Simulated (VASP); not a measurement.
Write the native input for VASP 6.6.1 that does the following.

| Quantity | Value |
| --- | --- |
| Task | single point |
| Functional | LDA |
| Potentials or basis | VASP PAW LDA potentials, release 64 (Sc_sv, Cd) |
| Cutoff | 520 eV |
| k mesh | 10 × 10 × 10 |
| Occupations | fermi-dirac, width 0.05 eV |
| Spin | no spin polarisation |
| Dipole correction | no |
| Further INCAR settings | ALGO = Normal; EDIFF = 1e-07; NBANDS = 18 |

The structure of ScCd lies in POSCAR:

```
ScCd
1.0
    2.7987909165      0.0000000000      0.0000000000
    0.0000000000      2.7987909165      0.0000000000
    0.0000000000      0.0000000000      2.7987909165
Sc Cd
1 1
Direct
    0.5000000000      0.5000000000      0.5000000000
    0.0000000000      0.0000000000      0.0000000000
```

One way to write it, as run:

INCAR

```
SYSTEM = ScCd
PREC = Accurate
ENCUT = 520
EDIFF = 1E-7
ISMEAR = -1
SIGMA = 0.05
LREAL = .FALSE.
LASPH = .TRUE.
NELM = 100
ALGO = Normal
ISIF = 2
LWAVE = .FALSE.
LCHARG = .FALSE.
GGA = CA
NBANDS = 18
```

KPOINTS

```
Automatic mesh
0
G
  10 10 10
  0 0 0
```

Potentials or basis: VASP PAW LDA potentials, release 64 (Sc_sv, Cd).

Run with:

```sh
$ cat potpaw_LDA.64/Sc_sv/POTCAR potpaw_LDA.64/Cd/POTCAR > POTCAR
$ mpirun -np 1 vasp_std > vasp.out
```

Results of the run:

The pressure is 194.7 GPa. The band gap on the k mesh is zero (an odd number of electrons rules out a gap without spin polarisation).

Caveat: the cell stands under pressure.

Run time: 9.7 s on 1 thread of Intel(R) Xeon(R) 6975P-C (Granite Rapids), on a shared host, peak memory 0.14 GiB.
